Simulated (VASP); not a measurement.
Crystal: MoF.

```xyz
2
Lattice="3.0735 0.0000 0.0000 -1.5368 2.6617 0.0000 0.0000 0.0000 2.9607" Properties=species:S:1:pos:R:3 pbc="T T T"
Mo    1.5368    0.8872    1.4804
F     0.0000    0.0000    0.0000
```

- Program: VASP 6.6.1
- Task: relaxation of cell and atoms
- Functional: PBE
- Potentials or basis: VASP PAW PBE potentials, release 64 (Mo_sv, F)
- Cutoff: 600 eV
- k mesh: 6 × 6 × 6
- Occupations: gaussian, width 0.1 eV
- Spin: collinear spin
- Starting moments: [1.0, 0.0] μB

At the start: pressure 15.4 GPa; volume 12.11 Å³/atom.

Q: Where does the relaxation end?

A: Over 14 steps the energy falls by 707.5 meV/atom and the volume is 12.13 Å³/atom (+0.2 %); space group P-6m2 (No. 187, to 0.1 Å) before and after; moment 0.02 μB per cell.

Step by step:
| step | energy change (eV) | largest force (eV/Å) | pressure (GPa) | volume (Å³) |
| --- | --- | --- | --- | --- |
| 1 | 0.0000 | 0.0000 | 15.44 | 24.22 |
| 2 | -0.0884 | 0.0000 | -9.81 | 28.53 |
| 3 | -0.1308 | 0.0000 | -2.36 | 26.82 |
| 4 | -0.2609 | 0.0000 | -4.91 | 26.96 |
| 5 | -0.8811 | 0.0000 | -10.19 | 27.01 |
| 6 | -0.9281 | 0.0000 | -10.96 | 25.68 |
| 7 | -1.2125 | 0.0000 | -13.18 | 26.77 |
| 8 | -1.2971 | 0.0000 | -14.17 | 26.32 |
| 9 | -1.3008 | 0.0000 | -13.99 | 26.56 |
| 10 | -1.3439 | 0.0000 | -11.88 | 25.99 |
| 11 | -1.3483 | 0.0000 | -10.99 | 25.80 |
| 12 | -1.3838 | 0.0000 | -7.76 | 25.30 |
| 13 | -1.4143 | 0.0000 | -1.27 | 24.42 |
| 14 | -1.4150 | 0.0000 | -0.03 | 24.27 |

Final structure:
```xyz
2
Lattice="2.6566 0.0000 0.0000 -1.3283 2.3007 0.0000 0.0000 0.0000 3.9704" Properties=species:S:1:pos:R:3 pbc="T T T"
Mo    1.3283    0.7669    1.9852
F    -1.3283    2.3007    0.0000
```

Caveat: the k points lie up to 0.46 Å⁻¹ apart in the final cell; a cell axis changed by over 15 % at a fixed basis, so the end point is rough.
